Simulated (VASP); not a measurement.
Here is a VASP 6.6.1 calculation.

File INCAR:

```
PREC = Accurate
ENCUT = 600
EDIFF = 1E-6
ISMEAR = 0
SIGMA = 0.1
LREAL = F
LASPH = T
NELM = 100
ALGO = Normal
ISIF = 3
LWAVE = F
LCHARG = F
GGA = PE
IBRION = 2
NSW = 90
EDIFFG = -0.04
```

The input KPOINTS:

```
Automatic mesh
0
Gamma
  6 6 4
```

File POSCAR:

```
MgSnO4
1.0
    4.4512942200      0.0000000000      0.0000000000
   -2.2256471100      3.8549338700      0.0000000000
    0.0000000000      0.0000000000      4.8064099700
Mg Sn O
1 1 4
Direct
    0.0000000000      0.0000000000      0.0000000000
    0.0000000000      0.0000000000      0.5000000000
    0.3333333300      0.6666666700      0.5000000000
    0.6666666700      0.3333333300      0.5000000000
    0.3333333300      0.6666666700      0.0000000000
    0.6666666700      0.3333333300      0.0000000000
```

Potentials or basis: VASP PAW PBE potentials, release 64 (Mg, Sn_d, O).

The run is started by

```console
$ cat potpaw_PBE.64/Mg/POTCAR potpaw_PBE.64/Sn_d/POTCAR potpaw_PBE.64/O/POTCAR > POTCAR
$ mpirun -np 1 vasp_std > vasp.out
```

**Question.** Estimate the space group after relaxing (to 0.1 Å).

**Answer.** P6/mmm (No. 191).

**Question.** Estimate the band gap on the k mesh.

**Answer.** Zero (bands 20 and 21 overlap by 0.58 eV).

**Question.** Estimate the relaxed cell.

**Answer.** a = 3.781 Å, b = 3.781 Å, c = 6.559 Å, α = 90.00°, β = 90.00°, γ = 120.00°.

The path:
```
step  energy change (eV)  largest force (eV/Å)  pressure (GPa)  volume (Å³)
   1              0.0000                0.0000           -6.27        82.48
   2             -2.6362                0.0000           -4.73        75.56
   3             -3.4648                0.0000           47.27        62.30
   4             -4.3309                0.0000            7.91        69.48
   5             -4.3889                0.0000           25.94        65.26
   6             -4.5212                0.0000           17.91        66.83
   7             -5.3440                0.0000           10.55        76.21
   8             -5.3449                0.0000           10.71        75.95
   9             -5.3158                0.0000           -8.68        87.61
  10             -5.5403                0.0000           -0.25        81.22
```

Caveat: semilocal functionals underestimate gaps, and a narrow one can read as zero; a cell axis changed by over 15 % at a fixed basis, so the end point is rough; spin-orbit coupling is left out, which moves the levels of the heavy elements.
